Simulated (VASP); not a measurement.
Set up this calculation in VASP 6.6.1, as the native input.

```yaml
Task: single point
Functional: PBE
Potentials_or_basis: VASP PAW PBE potentials, release 64 (Sc_sv, Nb_sv, O)
Cutoff: 520 eV
k_mesh: 12 × 12 × 4
Occupations: gaussian, width 0.1 eV
Spin: no spin polarisation
Dipole_correction: no
Further_INCAR_settings: ALGO = Normal; EDIFF = 1e-06; NBANDS = 38
```

The structure of Sc3NbO2 lies in POSCAR:

```
Sc3NbO2
1.0
    3.0736236673      0.0000000000      0.0000000000
   -1.5368118337      2.6618361776      0.0000000000
    0.0000000000      0.0000000000      9.9783467046
Sc Nb O
3 1 2
Direct
    0.6666666667      0.3333333333      0.2378116838
    0.3333333333      0.6666666667      0.7621883162
    0.0000000000      0.0000000000      0.5000000000
    0.0000000000      0.0000000000      0.0000000000
    0.6666666667      0.3333333333      0.6248294061
    0.3333333333      0.6666666667      0.3751705939
```

One way to write it, as run:

INCAR

```
PREC     = Accurate       # precision mode
ENCUT    = 520            # plane-wave cutoff, eV
EDIFF    = 1E-6           # SCF threshold, eV
ISMEAR   = 0              # smearing method
SIGMA    = 0.1            # smearing width, eV
LREAL    = F              # projectors in reciprocal space
LASPH    = T              # aspherical terms in the spheres
NELM     = 100            # most SCF steps
ALGO     = Normal         # electronic algorithm
ISIF     = 2              # what is computed and relaxed
LWAVE    = F              # write WAVECAR
LCHARG   = T              # write CHGCAR
GGA      = PE             # functional
LELF     = T              # ELF
LVHAR    = T            
NBANDS   = 38             # bands
```

KPOINTS

```
Automatic mesh
0
Gamma
  12 12 4
```

Potentials or basis: VASP PAW PBE potentials, release 64 (Sc_sv, Nb_sv, O).

Command:

```console
$ cat potpaw_PBE.64/Sc_sv/POTCAR potpaw_PBE.64/Nb_sv/POTCAR potpaw_PBE.64/O/POTCAR > POTCAR
$ mpirun -np 1 vasp_std > vasp.out
```

It gave:

The pressure is 9.9 GPa and the largest force is 0.058 eV/Å. The band gap on the k mesh is zero (bands 29 and 30 overlap by 0.81 eV).

Caveat: the cell stands under pressure.

It took 3 min on 1 thread of AMD EPYC 9R45 96-Core Processor (Zen 5) (shared host), peak memory 0.3 GiB.
